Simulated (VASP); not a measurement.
Runs of VASP 6.6.1 on ZnCu. The structure is that of space group Pm-3m (No. 221), or close to it. The cells are those of the table. 

```tsv
level	potentials or basis	cell	k mesh	gap on the mesh (eV)	pressure (GPa)
LDA	VASP PAW LDA potentials, release 64 (Zn, Cu)	a = 3.083 Å, 2 atoms	14 × 14 × 14	none	(b)
PBE	VASP PAW PBE potentials, release 64 (Zn, Cu)	a = 2.869 Å, 2 atoms	14 × 14 × 14	none	15.2
PBE	VASP PAW PBE potentials, release 64 (Zn, Cu)	a = 2.844 Å, 2 atoms	14 × 14 × 14	none	20.0
PBE	VASP PAW PBE potentials, release 64 (Zn, Cu)	a = 2.952 Å, angles 87.7, 92.3, 92.3°, 2 atoms	12 × 12 × 12	none	(a)
PBE	VASP PAW PBE potentials, release 64 (Zn, Cu)	a = 2.988 Å, 2 atoms	14 × 14 × 14	none	-1.7
```

Alike in all rows: task single point; no spin polarisation; cutoff (eV) 520; smearing gaussian 0.1 eV.

**Question.** Estimate the missing entries.

**Answer.** (a) 2.7; (b) -18.8.

A gap of «none» marks levels without a gap at the run's occupations.
